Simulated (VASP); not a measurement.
# W12C13 in VASP: further runs

W12C13 is run at these levels: PBE; tasks: single point.

Program: VASP 6.6.1. These are calculated values, not measurements. Logs are shortened: lines on timing, memory, paths and dates and some standing lists are left out, and cuts for length are marked.

### Step 1. The cell of the first run

The cell holds a slab with vacuum, 25 atoms: a = 5.693 Å, b = 5.693 Å, c = 18.989 Å, α = 90.00°, β = 90.00°, γ = 120.00°.

### Step 2. Single point, PBE

INCAR

```
SYSTEM = W12C13
ALGO = Normal
EDIFF = 1E-7
ENCUT = 520
GGA = PE
ISIF = 2
ISMEAR = 0
LASPH = .True.
LCHARG = .False.
LREAL = Auto
LWAVE = .False.
NBANDS = 128
NELM = 80
PREC = Accurate
SIGMA = 0.15
```

KPOINTS

```
k-points
0
Gamma
  3 3 1
  0 0 0
```

POSCAR

```
W12C13
1.0
    5.6929600000      0.0000000000      0.0000000000
   -2.8464800000      4.9302480000      0.0000000000
    0.0000000000      0.0000000000     18.9885500000
W C
12 13
Direct
    0.0000000000      0.0000000000      0.0526633000
    0.0000005904      0.0000013103      0.2044412255
   -0.0000048284     -0.0000057682      0.3680316827
    0.0000000000      0.5000000000      0.0526633000
   -0.0004013124      0.4998001580      0.2027503619
    0.0027636286      0.5013755979      0.3527606160
    0.5000000000      0.0000000000      0.0526633000
    0.5001989221      0.0003983144      0.2027509464
    0.4985982235     -0.0028011342      0.3527619433
    0.5000000000      0.5000000000      0.0526633000
    0.5001992938      0.4998006137      0.2027504207
    0.4986009097      0.5013765703      0.3527613338
    0.3333333000      0.1666667000      0.1262714000
    0.3285842890      0.1642860409      0.2775696634
    0.3683159746      0.1841519219      0.4288369605
    0.3333333000      0.6666667000      0.1262714000
    0.3333258335      0.6666608444      0.2747859066
    0.3333049448      0.6666295210      0.4139954171
    0.8333333000      0.1666667000      0.1262714000
    0.8356933484      0.1642811227      0.2775687743
    0.8158108678      0.1841465922      0.4288365867
    0.8333333000      0.6666667000      0.1262714000
    0.8356984593      0.6714047552      0.2775698489
    0.8158063146      0.6316108396      0.4288353650
    0.6666370249      0.3332923883      0.4454834661
```

Potentials or basis: VASP PAW PBE potentials, release 64 (W_sv, C).

On the command line:

```sh
cat potpaw_PBE.64/W_sv/POTCAR potpaw_PBE.64/C/POTCAR > POTCAR
mpirun -np 1 vasp_std > vasp.out
```

OUTCAR:

```text
SYSTEM = W12C13
   EDIFF = 1E-7
   ENCUT = 520
   GGA = PE
   ISIF = 2
   ISMEAR = 0
   LASPH = .True.
   LREAL = Auto
   NELM = 80
   PREC = Accurate

 ion  position               nearest neighbor table
   1  0.000  0.000  0.053-  13 2.16  22 2.16  19 2.16   7 2.85   7 2.85   4 2.85   4 2.85  10 2.85
                            10 2.85   2 2.88
   2  0.000  0.000  0.204-  14 2.13  20 2.13  23 2.13  19 2.21  13 2.21  22 2.21  11 2.85   5 2.85
                             8 2.85   8 2.85   5 2.85  11 2.85   1 2.88   3 3.11
   3  1.000  1.000  0.368-  15 2.15  21 2.15  24 2.15  23 2.36  14 2.36  20 2.36  12 2.86   6 2.86
                             9 2.86   9 2.86   6 2.86  12 2.86   2 3.11
   4  0.000  0.500  0.053-  16 2.16  19 2.16  22 2.16  10 2.85  10 2.85   7 2.85   1 2.85   1 2.85
                             7 2.85   5 2.85
   5  1.000  0.500  0.203-  17 2.14  23 2.18  20 2.18  22 2.19  19 2.19  16 2.19  11 2.84   8 2.84
                             2 2.85   2 2.85   6 2.85   8 2.85  11 2.85   4 2.85
   6  0.003  0.501  0.353-  18 2.00  24 2.14  21 2.14  23 2.19  20 2.19  17 2.20  25 2.42   9 2.82
                            12 2.82   5 2.85   3 2.86   3 2.86  12 2.87   9 2.87
   7  0.500  0.000  0.053-  19 2.16  16 2.16  13 2.16   1 2.85   1 2.85   4 2.85  10 2.85  10 2.85
                             4 2.85   8 2.85
   8  0.500  0.000  0.203-  17 2.14  20 2.18  14 2.18  13 2.19  19 2.19  16 2.19   5 2.84  11 2.84
                             2 2.85   2 2.85   9 2.85  11 2.85   5 2.85   7 2.85
   9  0.499  0.997  0.353-  18 2.00  21 2.14  15 2.14  20 2.19  14 2.19  17 2.20  25 2.42  12 2.82
                             6 2.82   8 2.85   3 2.86   3 2.86   6 2.87  12 2.87
  10  0.500  0.500  0.053-  22 2.16  13 2.16  16 2.16   4 2.85   4 2.85   1 2.85   7 2.85   7 2.85
                             1 2.85  11 2.85
  11  0.500  0.500  0.203-  17 2.14  23 2.18  14 2.18  13 2.19  22 2.19  16 2.19   5 2.84   8 2.84
                             2 2.85   2 2.85  12 2.85   8 2.85   5 2.85  10 2.85
  12  0.499  0.501  0.353-  18 2.00  24 2.14  15 2.14  14 2.19  23 2.19  17 2.20  25 2.42   9 2.82
                             6 2.82  11 2.85   3 2.86   3 2.86   6 2.87   9 2.87
  13  0.333  0.167  0.126-   1 2.16  10 2.16   7 2.16  11 2.19   8 2.19   2 2.21
  14  0.329  0.164  0.278-   2 2.13   8 2.18  11 2.18  12 2.19   9 2.19   3 2.36
  15  0.368  0.184  0.429-  25 1.50  12 2.14   9 2.14   3 2.15
  16  0.333  0.667  0.126-   4 2.16   7 2.16  10 2.16  11 2.19   8 2.19   5 2.19
  17  0.333  0.667  0.275-   5 2.14  11 2.14   8 2.14   9 2.20  12 2.20   6 2.20
  18  0.333  0.667  0.414-   6 2.00  12 2.00   9 2.00
  19  0.833  0.167  0.126-   7 2.16   4 2.16   1 2.16   5 2.19   8 2.19   2 2.21
  20  0.836  0.164  0.278-   2 2.13   8 2.18   5 2.18   6 2.19   9 2.19   3 2.36
  21  0.816  0.184  0.429-  25 1.50   9 2.14   6 2.14   3 2.15
  22  0.833  0.667  0.126-  10 2.16   1 2.16   4 2.16   5 2.19  11 2.19   2 2.21
  23  0.836  0.671  0.278-   2 2.13  11 2.18   5 2.18   6 2.19  12 2.19   3 2.36
  24  0.816  0.632  0.429-  25 1.50   6 2.14  12 2.14   3 2.15
  25  0.667  0.333  0.445-  24 1.50  21 1.50  15 1.50   9 2.42  12 2.42   6 2.42

  LATTYP: Found a hexagonal cell.
 ALAT       =     5.6929600000
 C/A-ratio  =     3.3354441275

  Lattice vectors:

[... 175 lines left out ...]
     AMIX     =   0.40;   BMIX     =  1.00
     AMIX_MAG =   1.60;   BMIX_MAG =  1.00
  volume/ion in A,a.u.               =      21.32       143.87
  Fermi-wavevector in a.u.,A,eV,Ry     =   1.218941  2.303465 20.215783  1.485818
  Thomas-Fermi vector in A             =   2.354211
   LORBIT       =      0    0 simple, 1 ext, 2 COOP (PROOUT), +10 PAW based schemes
   GGA     = PE    functional components
   LHFCALC =     F    Hartree Fock is set to
   AEXX    =    0.0000 exact exchange contribution
   IVDW    =     0    specifies the selected vdW correction
   LEPSILON=     F    determine dielectric tensor
   LRPA    =     F    only Hartree local field effects (RPA)
 non-spin polarized calculation
 Gauss-broadening in eV      SIGMA  =   0.15
  energy-cutoff  :      520.00
  volume of cell :      532.97
 maximum number of plane-waves:     14382
 NGX is ok and might be reduce to    42
   NGX = 21   NGY = 21   NGZ = 71

 number of electron     220.0000026 magnetization

 Free energy of the ion-electron system (eV)
  ---------------------------------------------------
  ext. energy  EPLUGINS =         0.00000000
  ---------------------------------------------------
  free energy    TOTEN  =      -261.04250448 eV

  energy without entropy =     -260.92650414  energy(sigma->0) =     -260.98450431

 E-fermi :   2.3370     XC(G=0):  -7.5366

 val. band max:        2.3078663937   @ k =   0.0000   0.0000   0.0000
 cond. band min:       2.5899623140   @ k =   0.0000   0.0000   0.0000
 fundamental gap:      0.2820959203
 Fermi energy:         2.3369592051

 k-point     1 :       0.0000    0.0000    0.0000
  band No.  band energies     occupation
      1     -71.8843      2.00000
      2     -71.5961      2.00000
      3     -71.5224      2.00000
      4     -71.5183      2.00000
      5     -71.5183      2.00000
      6     -71.4947      2.00000
[... 614 lines left out ...]
    121       4.4461      0.00000
    122       4.5461      0.00000
 [bands above 122 left out]

------------------------ aborting loop because EDIFF is reached ----------------------------------------

  FORCE on cell =-STRESS in cart. coord.  units (eV):
  Direction    XX          YY          ZZ          XY          YZ          ZX
  --------------------------------------------------------------------------------------
  -------------------------------------------------------------------------------------
  Total       24.4977147     24.4955155     -0.7803240      0.0001141      0.0058143      0.0017333
  in kB       73.6440144     73.6374034     -2.3457777      0.0003429      0.0174789      0.0052106
  external PRESSURE =      48.3118800 kB  Pullay stress =       0.0000000 kB

 VOLUME and BASIS-vectors are now :
 -----------------------------------------------------------------------------
  energy-cutoff  :      520.00
  volume of cell :      532.97
      direct lattice vectors                 reciprocal lattice vectors
     5.692960000  0.000000000  0.000000000     0.175655546  0.101414777  0.000000000
    -2.846480000  4.930248000  0.000000000     0.000000000  0.202829553  0.000000000
     0.000000000  0.000000000 18.988550000     0.000000000  0.000000000  0.052663316

 POSITION                                       TOTAL-FORCE (eV/Angst)
 -----------------------------------------------------------------------------------
      0.00000      0.00000      1.00000         0.000003      0.000062      0.563862
     -0.00000      0.00001      3.88204        -0.000184     -0.000755      0.003859
      2.84647      4.93022      6.98839        -0.000107     -0.001167      0.005718
     -1.42324      2.46512      1.00000         0.017876      0.010332      0.317878
      4.26800      2.46414      3.84994        -0.000053     -0.000388     -0.013541
     -1.41142      2.47191      6.69841         0.006347      0.002949     -0.032033
[... 17 lines left out ...]
      2.84649      3.11400      8.14296        -0.000432      0.054411      0.057697
      2.84643      1.64321      8.45909        -0.000178     -0.000523      0.060137
 -----------------------------------------------------------------------------------
    total drift:                                0.000064     -0.000666      0.033738

  FREE ENERGIE OF THE ION-ELECTRON SYSTEM (eV)
  ---------------------------------------------------
  free  energy   TOTEN  =      -261.0425044834 eV

  energy  without entropy=     -260.9265041368  energy(sigma->0) =     -260.98450431
```

OSZICAR:

```text
N       E                     dE             d eps       ncg     rms          rms(c)
DAV:   1     0.282040170179E+04    0.28204E+04   -0.13002E+05  1464   0.173E+03
DAV:   2    -0.953522583752E+02   -0.29158E+04   -0.28549E+04  1440   0.533E+02
DAV:   3    -0.290645908876E+03   -0.19529E+03   -0.19011E+03  1600   0.134E+02
[... 25 lines left out ...]
DAV:  29    -0.261042499776E+03   -0.57462E-05   -0.16581E-07   920   0.140E-03    0.591E-04
DAV:  30    -0.261042503626E+03   -0.38493E-05   -0.19369E-07   904   0.996E-04    0.373E-04
DAV:  31    -0.261042504039E+03   -0.41306E-06   -0.20620E-08   864   0.518E-04    0.238E-04
DAV:  32    -0.261042504387E+03   -0.34793E-06   -0.26975E-08   848   0.346E-04    0.128E-04
DAV:  33    -0.261042504483E+03   -0.96716E-07   -0.11614E-08   824   0.263E-04
   1 F= -.26104250E+03 E0= -.26098450E+03  d E =-.116000E+00
```

It took 9.6 min on 1 thread of AMD EPYC 9R45 (Zen 5), shared host; peak memory 0.62 GiB.

What came out:

* Free energy: -261.0425 eV
* Largest force: 0.564 eV/Å
* Band gap on the k mesh: zero (bands 110 and 111 overlap by 0.81 eV)

Forces on the atoms (eV/Å):
```
W    0.000  0.000  0.564
W    0.000 -0.001  0.004
W    0.000 -0.001  0.006
W    0.018  0.010  0.318
W    0.000  0.000 -0.014
W    0.006  0.003 -0.032
W    0.000 -0.021  0.318
W    0.000  0.000 -0.014
W   -0.001 -0.006 -0.032
W   -0.018  0.010  0.318
W    0.000  0.000 -0.013
W   -0.006  0.003 -0.032
C   -0.066 -0.038 -0.405
C   -0.014 -0.008  0.004
C   -0.044 -0.026  0.057
C    0.000  0.000 -0.527
C    0.000  0.000  0.006
C    0.000  0.001  0.101
C    0.066 -0.038 -0.405
C    0.014 -0.007  0.004
C    0.045 -0.026  0.056
C    0.000  0.076 -0.405
C    0.000  0.016  0.004
C    0.000  0.054  0.058
C    0.000 -0.001  0.060
```

Caveat: the k points lie up to 0.42 Å⁻¹ apart, too coarse for converged energies and pressures of a metal; spin-orbit coupling is left out, which moves the levels of the heavy elements.

### Step 3. Single point, PBE

INCAR

```
ALGO = Normal
EDIFF = 1E-7
ENCUT = 520
GGA = PE
ISIF = 2
ISMEAR = 0
LASPH = True
LCHARG = False
LREAL = Auto
LWAVE = False
NBANDS = 128
NELM = 80
PREC = Accurate
SIGMA = 0.15
```

KPOINTS

```
k-points
0
Gamma
  3 3 1
```

POSCAR

```
W12C13
1.0
    5.6929600000      0.0000000000      0.0000000000
   -2.8464800000      4.9302480000      0.0000000000
    0.0000000000      0.0000000000     18.9885500000
W C
12 13
Direct
    0.0000000000      0.0000000000      0.0526633155
    0.0000006085      0.0000012170      0.2044412554
   -0.0000047718     -0.0000056792      0.3680316823
    0.0000000000      0.5000000000      0.0526633155
   -0.0004013185      0.4998002129      0.2027503417
    0.0027636923      0.5013755900      0.3527606373
    0.5000000000      0.0000000000      0.0526633155
    0.5001990030      0.0003983572      0.2027509736
    0.4985982323     -0.0028010761      0.3527619539
    0.5000000000      0.5000000000      0.0526633155
    0.5001992750      0.4998006185      0.2027503943
    0.4986009872      0.5013766042      0.3527613220
    0.3333333333      0.1666666667      0.1262714109
    0.3285842467      0.1642860562      0.2775696407
    0.3683159495      0.1841519940      0.4288369570
    0.3333333333      0.6666666667      0.1262714109
    0.3333258253      0.6666607846      0.2747859105
    0.3333049377      0.6666295489      0.4139954341
    0.8333333333      0.1666666667      0.1262714109
    0.8356934032      0.1642811883      0.2775687454
    0.8158108224      0.1841465176      0.4288365884
    0.8333333333      0.6666666667      0.1262714109
    0.8356985181      0.6714047650      0.2775698513
    0.8158062901      0.6316108236      0.4288353771
    0.6666370468      0.3332923618      0.4454834624
```

Potentials or basis: VASP PAW PBE potentials, release 64 (W_sv, C).

On the command line:

```sh
cat potpaw_PBE.64/W_sv/POTCAR potpaw_PBE.64/C/POTCAR > POTCAR
mpirun -np 1 vasp_std > vasp.out
```

Wall time 9.3 min (1 thread of AMD EPYC 9R45 (Zen 5), shared host); peak memory 0.62 GiB.

Results (log left out):

```yaml
Free_energy: -261.0425 eV
Largest_force: 0.564 eV/Å
Band_gap_on_the_k_mesh: zero (bands 110 and 111 overlap by 0.81 eV)
```

Forces in eV/Å, atoms in the order of the input:
```
W    0.000  0.000  0.564
W    0.000 -0.001  0.004
W    0.000 -0.001  0.006
W    0.018  0.010  0.318
W    0.000  0.000 -0.014
W    0.006  0.003 -0.032
W    0.000 -0.021  0.318
W    0.000  0.000 -0.014
W   -0.001 -0.006 -0.032
W   -0.018  0.010  0.318
W    0.000  0.000 -0.013
W   -0.006  0.003 -0.032
C   -0.066 -0.038 -0.405
C   -0.014 -0.008  0.004
C   -0.044 -0.026  0.057
C    0.000  0.000 -0.527
C    0.000  0.000  0.006
C    0.000  0.001  0.101
C    0.066 -0.038 -0.405
C    0.014 -0.007  0.004
C    0.045 -0.026  0.056
C    0.000  0.076 -0.405
C    0.000  0.016  0.004
C    0.000  0.054  0.058
C    0.000 -0.001  0.060
```

Levels at points of the mesh, in eV from the Fermi level:
| k point | band 109 | band 110 | band 111 | band 112 | band 113 | band 114 |
| --- | --- | --- | --- | --- | --- | --- |
| (0.00, 0.00, 0.00) | 0.29 | 0.73 | 0.74 | 0.74 | 1.11 | 1.11 |

Caveat: the k points lie up to 0.42 Å⁻¹ apart, too coarse for converged energies and pressures of a metal; spin-orbit coupling is left out, which moves the levels of the heavy elements.

### Step 4. Single point, PBE

INCAR

```
SYSTEM = W12C13
  PREC = Accurate
  ENCUT = 520
  EDIFF = 1E-7
  ISMEAR = 0
  SIGMA = 0.15
  LREAL = Auto
  LASPH = .TRUE.
  NELM = 100
  ALGO = Normal
  ISIF = 2
  LWAVE = .FALSE.
  LCHARG = .TRUE.
  GGA = PE
  LELF = .TRUE.
  LVHAR = .TRUE.
  NBANDS = 128
```

KPOINTS

```
regular mesh
0
G
  3 3 1
  0 0 0
```

POSCAR is that of step 3.

On the command line:

```sh
cat potpaw_PBE.64/W_sv/POTCAR potpaw_PBE.64/C/POTCAR > POTCAR
mpirun -np 1 vasp_std > vasp.out
```

Run time: 11 min. Hardware: 1 thread of Intel Xeon 6975P-C (Granite Rapids), shared host; peak memory 0.65 GiB.

It converged, with:

```yaml
Free_energy: -261.0425 eV
Largest_force: 0.564 eV/Å
Band_gap_on_the_k_mesh: zero (bands 110 and 111 overlap by 0.81 eV)
```

Forces in eV/Å, atoms in the order of the input:
```
W    0.000  0.000  0.564
W    0.000 -0.001  0.004
W    0.000 -0.001  0.006
W    0.018  0.010  0.318
W    0.000  0.000 -0.014
W    0.006  0.003 -0.032
W    0.000 -0.021  0.318
W    0.000  0.000 -0.014
W   -0.001 -0.006 -0.032
W   -0.018  0.010  0.318
W    0.000  0.000 -0.013
W   -0.006  0.003 -0.032
C   -0.066 -0.038 -0.405
C   -0.014 -0.008  0.004
C   -0.044 -0.026  0.057
C    0.000  0.000 -0.527
C    0.000  0.000  0.006
C    0.000  0.001  0.101
C    0.066 -0.038 -0.405
C    0.014 -0.007  0.004
C    0.045 -0.026  0.056
C    0.000  0.076 -0.405
C    0.000  0.016  0.004
C    0.000  0.054  0.058
C    0.000 -0.001  0.060
```

Levels at points of the mesh, in eV from the Fermi level:
```
           k point  band 107  band 108  band 109  band 110  band 111  band 112  band 113  band 114  band 115  band 116
(0.00, 0.00, 0.00)      0.25      0.29      0.29      0.73      0.74      0.74      1.11      1.11      1.41      2.38
```

Caveat: the k points lie up to 0.42 Å⁻¹ apart, too coarse for converged energies and pressures of a metal; spin-orbit coupling is left out, which moves the levels of the heavy elements.
